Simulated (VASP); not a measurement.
AgCl, 4 atoms in the cell. The typed cell holds 4 atoms: a = 4.520 Å, b = 4.520 Å, c = 5.722 Å, α = 90.00°, β = 90.00°, γ = 120.00°. 

- Program: VASP 6.6.1
- Task: single point
- Functional: r2SCAN
- Potentials or basis: VASP PAW PBE potentials, release 64 (Ag, Cl)
- Cutoff: 520 eV
- k mesh: 6 × 6 × 4
- Occupations: gaussian, width 0.01 eV
- Spin: no spin polarisation
- Dipole correction: no
- Further INCAR settings: ALGO = Normal; EDIFF = 1e-07; NBANDS = 26

Potentials or basis: VASP PAW PBE potentials, release 64 (Ag, Cl).

Launch:

```sh
$ cat potpaw_PBE.64/Ag/POTCAR potpaw_PBE.64/Cl/POTCAR > POTCAR
$ cp INCAR.step1 INCAR
$ mpirun -np 1 vasp_std > vasp.out
$ cp INCAR.step2 INCAR
$ mpirun -np 1 vasp_std > vasp.out
```

Hardware: 1 thread of Intel(R) Xeon(R) 6975P-C (Granite Rapids), with other jobs on the host.

Question: Estimate the wall time of this run.

Answer: It took 120 s on 1 thread of Intel(R) Xeon(R) 6975P-C (Granite Rapids), on a shared host, peak memory 0.27 GiB. Counts: k points 21.
